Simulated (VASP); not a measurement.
# HC12 (a cell with a defect) in VASP: notebook, part 2 of 2

VASP 6.6.1. Earlier steps stand in the parts before.

### Step 4. Single point, LDA

Contents of INCAR:

```
PREC = Accurate
ENCUT = 520
EDIFF = 1E-7
ISMEAR = 0
SIGMA = 0.05
LREAL = False
LASPH = True
NELM = 60
ALGO = Normal
ISIF = 2
LWAVE = False
LCHARG = False
GGA = CA
NBANDS = 36
NELECT = 48.0
```

Contents of KPOINTS:

```
regular mesh
0
Gamma
  6 6 6
```

Contents of POSCAR:

```
HC12
1.0
    1.7657489870     -3.5314979740     -1.7657489870
    3.5314979740     -1.7657489870      1.7657489870
   -1.7657489870     -3.5314979740      1.7657489870
C H
12 1
Direct
    0.2500000000      1.0000000000      0.2500000000
    0.0833333333      0.3333333333      0.7500000000
    0.9166666667      0.6666666667      0.2500000000
    0.7500000000      1.0000000000      0.7500000000
    0.5833333333      0.3333333333      0.2500000000
    0.4166666667      0.6666666667      0.7500000000
    0.9583333333      0.3333333333      0.1250000000
    0.7916666667      0.6666666667      0.6250000000
    0.6250000000      1.0000000000      0.1250000000
    0.4583333333      0.3333333333      0.6250000000
    0.2916666667      0.6666666667      0.1250000000
    0.1250000000      1.0000000000      0.6250000000
    1.3055555556      0.3888888889      0.4166666667
```

Started as:

```console
$ cat potpaw_LDA.64/C/POTCAR potpaw_LDA.64/H/POTCAR > POTCAR
$ mpirun -np 1 vasp_std > vasp.out
```

Run time: 3.4 min. Hardware: 1 thread of Intel Xeon Platinum 8488C (Sapphire Rapids), shared host; peak memory 0.27 GiB.

The run converged. Its results:

| Property | Result |
| --- | --- |
| Free energy | -131.5714 eV |
| Largest force | 5.414 eV/Å |

Forces on the atoms (eV/Å):
```
C   -0.290  0.117 -0.096
C   -1.680  0.515  1.329
C    0.137  0.577  0.382
C   -0.035  0.121 -0.383
C    2.747  0.226 -4.660
C    0.179  0.089 -0.136
C    0.308 -0.726 -0.011
C   -0.088  0.220  0.556
C   -0.103  0.497 -0.533
C   -1.376 -3.801  0.951
C    1.415  1.015  0.312
C   -0.182  0.079  0.082
H   -1.032  1.071  2.208
```

Levels at points of the mesh, in eV from the Fermi level:
```csv
k point,band 21,band 22,band 23,band 24,band 25,band 26,band 27,band 28
"(0.00, 0.00, 0.00)",-3.13,-0.43,-0.36,-0.28,3.33,5.13,5.30,5.57
"(0.50, 0.00, 0.00)",-4.68,-4.46,-2.58,-2.17,4.26,5.81,6.26,6.66
"(0.50, 0.50, 0.00)",-4.63,-4.43,-2.66,-2.22,4.96,5.84,6.20,6.37
"(0.00, 0.50, 0.00)",-3.31,-3.12,-2.15,-1.46,2.85,4.47,6.36,7.51
"(0.00, 0.00, 0.50)",-2.46,-2.15,-2.05,-1.98,4.34,6.64,6.98,7.13
"(0.50, 0.00, 0.50)",-3.91,-3.57,-3.11,-3.10,2.89,4.38,4.95,5.95
"(0.50, 0.50, 0.50)",-3.99,-3.59,-3.11,-3.07,2.70,4.40,4.97,5.90
"(0.00, 0.50, 0.50)",-4.54,-4.44,-4.29,-4.15,3.80,5.75,5.95,5.99
```

Caveat: the cell carries a net charge on a neutralising background, which shifts energy and pressure; the cell is charged against a uniform background, so pressure and absolute levels hang on convention.

### Step 5. Single point, LDA

Contents of INCAR:

```
ALGO = Normal
EDIFF = 1E-7
ENCUT = 520
GGA = CA
ISIF = 2
ISMEAR = 0
LASPH = True
LCHARG = True
LELF = True
LREAL = False
LVHAR = True
LWAVE = False
NBANDS = 36
NELECT = 48.0
NELM = 80
PREC = Accurate
SIGMA = 0.05
```

Contents of KPOINTS:

```
k-points
0
Gamma
  6 6 6
```

POSCAR: that of step 4 with these lines changed.

```diff
@@ -20,2 +20,2 @@
     0.1250000000      1.0000000000      0.6250000000
-    1.3055555556      0.3888888889      0.4166666667
+    1.1666666667      0.4166666667      0.2500000000
```

Started as:

```console
$ cat potpaw_LDA.64/C/POTCAR potpaw_LDA.64/H/POTCAR > POTCAR
$ mpirun -np 1 vasp_std > vasp.out
```

It took 4 min on 1 thread of Intel Xeon Platinum 8488C (Sapphire Rapids), shared host; peak memory 0.27 GiB.

The run converged. Its results:

| Quantity | Value |
| --- | --- |
| Free energy | -131.4578 eV |
| Largest force | 5.319 eV/Å |

Forces in eV/Å, atoms in the order of the input:
```
C   -1.507 -0.326 -0.293
C    0.203 -0.152 -0.061
C    1.148  1.197  5.054
C    0.239  0.181 -0.248
C   -0.297 -1.534 -0.311
C    0.100  0.511 -0.205
C   -0.877  2.514 -0.982
C   -0.551 -0.605  0.980
C    0.542  0.599 -1.043
C   -0.193 -0.304  0.172
C    2.509 -0.933 -1.000
C   -0.434 -0.267  0.318
H   -0.882 -0.881 -2.381
```

Levels at points of the mesh, in eV from the Fermi level:
```
           k point  band 20  band 21  band 22  band 23  band 24  band 25  band 26  band 27  band 28  band 29
(0.00, 0.00, 0.00)    -3.41    -3.35    -0.33    -0.28    -0.28     3.71     5.09     5.22     5.66     6.24
(0.50, 0.00, 0.00)    -4.80    -4.63    -4.53    -2.47    -2.21     3.36     6.06     6.25     6.47     7.10
(0.50, 0.50, 0.00)    -4.80    -4.68    -4.44    -2.40    -2.26     3.09     5.98     6.32     6.39     7.42
(0.00, 0.50, 0.00)    -5.12    -3.22    -3.16    -1.86    -1.55     2.74     4.37     6.11     7.08     7.49
(0.00, 0.00, 0.50)    -5.49    -2.80    -2.73    -1.65    -1.62     4.66     6.45     6.77     7.03     7.12
(0.50, 0.00, 0.50)    -4.11    -3.80    -3.72    -3.14    -3.12     2.63     4.37     5.34     5.83     6.38
(0.50, 0.50, 0.50)    -4.10    -3.79    -3.68    -3.13    -3.12     2.48     4.37     5.24     5.67     6.84
(0.00, 0.50, 0.50)    -4.80    -4.78    -4.61    -4.11    -4.07     3.18     5.65     5.84     6.18     6.27
```

Caveat: the cell carries a net charge on a neutralising background, which shifts energy and pressure; the cell is charged against a uniform background, so pressure and absolute levels hang on convention.

### Step 6. Single point, LDA

Contents of INCAR:

```
SYSTEM = HC12
PREC = Accurate
ENCUT = 520
EDIFF = 1E-7
ISMEAR = 0
SIGMA = 0.05
LREAL = .False.
LASPH = .True.
NELM = 80
ALGO = Normal
ISIF = 2
LWAVE = .False.
LCHARG = .False.
NELECT = 48.0
NBANDS = 36
```

Contents of KPOINTS:

```
Automatic mesh
0
Gamma
  6 6 6
  0 0 0
```

POSCAR: that of step 5 with these lines changed.

```diff
@@ -20,2 +20,2 @@
     0.1250000000      1.0000000000      0.6250000000
-    1.1666666667      0.4166666667      0.2500000000
+    1.1388888889      0.4722222222      0.1666666667
```

Potentials or basis: VASP PAW LDA potentials, release 64 (C, H).

Started as:

```console
$ cat potpaw_LDA.64/C/POTCAR potpaw_LDA.64/H/POTCAR > POTCAR
$ mpirun -np 1 vasp_std > vasp.out
```

OUTCAR:

```text
SYSTEM = HC12
   PREC = Accurate
   ENCUT = 520
   EDIFF = 1E-7
   ISMEAR = 0
   LREAL = .False.
   LASPH = .True.
   NELM = 80
   ISIF = 2
   NELECT = 48.0

 ion  position               nearest neighbor table
   1  0.250  0.000  0.250-  11 1.53   9 1.53   7 1.53  12 1.53
   2  0.083  0.333  0.750-  12 1.53   8 1.53  10 1.53   7 1.53
   3  0.917  0.667  0.250-  13 0.91   9 1.53  11 1.53   8 1.53   7 1.53
   4  0.750  0.000  0.750-   8 1.53   9 1.53  10 1.53  12 1.53
   5  0.583  0.333  0.250-   9 1.53   7 1.53  10 1.53  11 1.53
   6  0.417  0.667  0.750-   8 1.53  11 1.53  12 1.53  10 1.53
   7  0.958  0.333  0.125-  13 1.27   2 1.53   5 1.53   1 1.53   3 1.53
   8  0.792  0.667  0.625-   4 1.53   3 1.53   2 1.53   6 1.53
   9  0.625  0.000  0.125-   5 1.53   3 1.53   4 1.53   1 1.53
  10  0.458  0.333  0.625-   2 1.53   4 1.53   5 1.53   6 1.53
  11  0.292  0.667  0.125-  13 1.27   1 1.53   5 1.53   6 1.53   3 1.53
  12  0.125  0.000  0.625-   2 1.53   1 1.53   4 1.53   6 1.53
  13  0.139  0.472  0.167-   3 0.91  11 1.27   7 1.27

  LATTYP: Found a base centered monoclinic cell.
[... 1150 lines left out ...]
 [... further k-points ...]

------------------------ aborting loop because EDIFF is reached ----------------------------------------

  FORCE on cell =-STRESS in cart. coord.  units (eV):
  Direction    XX          YY          ZZ          XY          YZ          ZX
  --------------------------------------------------------------------------------------
  -------------------------------------------------------------------------------------
  Total       -6.9848957     -6.9993712      0.5814384     -2.7800849      1.9301591      1.9329106
  in kB     -169.3956921   -169.7467484     14.1008774    -67.4218237     46.8096658     46.8763959
  external PRESSURE =    -108.3471877 kB  Pullay stress =       0.0000000 kB

 VOLUME and BASIS-vectors are now :
 -----------------------------------------------------------------------------
  energy-cutoff  :      520.00
  volume of cell :       66.06
      direct lattice vectors                 reciprocal lattice vectors
     1.765748987 -3.531497974 -1.765748987     0.047194326 -0.141582978 -0.235971630
     3.531497974 -1.765748987  1.765748987     0.188777304  0.000000000  0.188777304
    -1.765748987 -3.531497974  1.765748987    -0.141582978 -0.141582978  0.141582978

 POSITION                                       TOTAL-FORCE (eV/Angst)
 -----------------------------------------------------------------------------------
      0.00000     -1.76575      0.00000        -1.041141     -0.411134      0.243256
     -0.00000     -3.53150      1.76575         0.351023      0.211763     -0.209254
      3.53150     -5.29725     -0.00000         1.657569      1.707774     15.223649
      0.00000     -5.29725      0.00000         0.296070      0.226273     -0.277733
      1.76575     -3.53150      0.00000        -0.360086     -1.062459      0.235249
      1.76575     -5.29725      1.76575         0.332753      0.534669     -0.243329
      2.64862     -4.41437     -0.88287        -2.271993      3.431283     -1.312167
      2.64862     -6.18012      0.88287        -0.473316     -0.540885      0.262423
      0.88287     -2.64862     -0.88287         0.502251      0.579987     -1.136347
      0.88287     -4.41437      0.88287        -0.127547     -0.162676      0.078451
      2.64862     -2.64862      0.88287         3.432345     -2.345060     -1.326086
     -0.88287     -2.64862      0.88287        -0.291578     -0.183053      0.316827
      1.61860     -1.91289      0.88287        -2.006350     -1.986484    -11.854940
 -----------------------------------------------------------------------------------
    total drift:                                0.000010     -0.000077      0.000072

  FREE ENERGIE OF THE ION-ELECTRON SYSTEM (eV)
  ---------------------------------------------------
  free  energy   TOTEN  =      -130.3431653697 eV

  energy  without entropy=     -130.3431653697  energy(sigma->0) =     -130.34316537
```

OSZICAR:

```text
N       E                     dE             d eps       ncg     rms          rms(c)
DAV:   1     0.103569482681E+03    0.10357E+03   -0.25584E+04  8064   0.131E+03
DAV:   2    -0.126254373171E+03   -0.22982E+03   -0.21714E+03 10484   0.259E+02
DAV:   3    -0.135005738902E+03   -0.87514E+01   -0.86918E+01 10704   0.464E+01
DAV:   4    -0.135099088795E+03   -0.93350E-01   -0.93150E-01 10560   0.538E+00
DAV:   5    -0.135100941244E+03   -0.18524E-02   -0.18511E-02 10320   0.701E-01    0.148E+01
DAV:   6    -0.131667436848E+03    0.34335E+01   -0.23735E+00  9496   0.758E+00    0.861E+00
DAV:   7    -0.130346479736E+03    0.13210E+01   -0.30803E+00  9652   0.844E+00    0.191E+00
DAV:   8    -0.130343341118E+03    0.31386E-02   -0.97281E-02 10072   0.171E+00    0.618E-01
DAV:   9    -0.130343318176E+03    0.22942E-04   -0.60936E-03 10240   0.438E-01    0.959E-02
DAV:  10    -0.130343164135E+03    0.15404E-03   -0.51233E-04 10080   0.133E-01    0.388E-02
DAV:  11    -0.130343165181E+03   -0.10464E-05   -0.10600E-04 10544   0.612E-02    0.173E-02
DAV:  12    -0.130343165351E+03   -0.16977E-06   -0.12750E-05 10028   0.192E-02    0.700E-03
DAV:  13    -0.130343165495E+03   -0.14374E-06   -0.14749E-06 10060   0.745E-03    0.256E-03
DAV:  14    -0.130343165372E+03    0.12224E-06   -0.39842E-07  9584   0.325E-03    0.594E-04
DAV:  15    -0.130343165370E+03    0.25966E-08   -0.21652E-08  5680   0.910E-04
   1 F= -.13034317E+03 E0= -.13034317E+03  d E =-.208801E-18
```

stdout:

```text
POSCAR found type information on POSCAR C H
 POSCAR found :  2 types and      13 ions
 scaLAPACK will be used
 LDA part: xc-table for (Slater(with rela. corr.)+CA(PZ))
 , standard interpolation
 POSCAR, INCAR and KPOINTS ok, starting setup
 FFT: planning ... GRIDC
 FFT: planning ... GRID_SOFT
 FFT: planning ... GRID
 WAVECAR not read
 entering main loop
 the old and the new charge density differ
 old charge density:    49.00000 new   48.00000
    0.148E+01
```

It took 3 min on 1 thread of Intel Xeon Platinum 8488C (Sapphire Rapids), shared host; peak memory 0.27 GiB.

What came out:

| Property | Result |
| --- | --- |
| Free energy | -130.3432 eV |
| Largest force | 15.409 eV/Å |

Forces on the atoms (eV/Å):
```
C    -1.041  -0.411   0.243
C     0.351   0.212  -0.209
C     1.658   1.708  15.224
C     0.296   0.226  -0.278
C    -0.360  -1.062   0.235
C     0.333   0.535  -0.243
C    -2.272   3.431  -1.312
C    -0.473  -0.541   0.262
C     0.502   0.580  -1.136
C    -0.128  -0.163   0.078
C     3.432  -2.345  -1.326
C    -0.292  -0.183   0.317
H    -2.006  -1.986 -11.855
```

Levels at points of the mesh, in eV from the Fermi level:
```
           k point  band 20  band 21  band 22  band 23  band 24  band 25  band 26  band 27  band 28  band 29
(0.00, 0.00, 0.00)    -3.55    -3.50    -0.52    -0.39    -0.29     4.03     4.95     5.08     5.71     6.26
(0.50, 0.00, 0.00)    -4.82    -4.63    -4.53    -2.68    -2.27     4.53     5.52     6.25     6.50     7.35
(0.50, 0.50, 0.00)    -4.86    -4.79    -4.45    -2.41    -2.27     3.50     5.97     6.30     6.38     7.56
(0.00, 0.50, 0.00)    -5.16    -3.36    -3.19    -2.07    -1.58     3.90     4.26     5.83     7.00     7.45
(0.00, 0.00, 0.50)    -5.50    -2.99    -2.97    -1.67    -1.65     4.96     6.24     6.70     6.93     7.11
(0.50, 0.50, 0.50)    -4.09    -3.80    -3.72    -3.19    -3.18     2.97     4.43     5.20     5.74     6.94
(0.00, 0.50, 0.50)    -4.83    -4.80    -4.68    -4.15    -4.10     4.38     5.39     5.68     6.14     6.22
```

Caveat: the cell carries a net charge on a neutralising background, which shifts energy and pressure; the cell is charged against a uniform background, so pressure and absolute levels hang on convention.
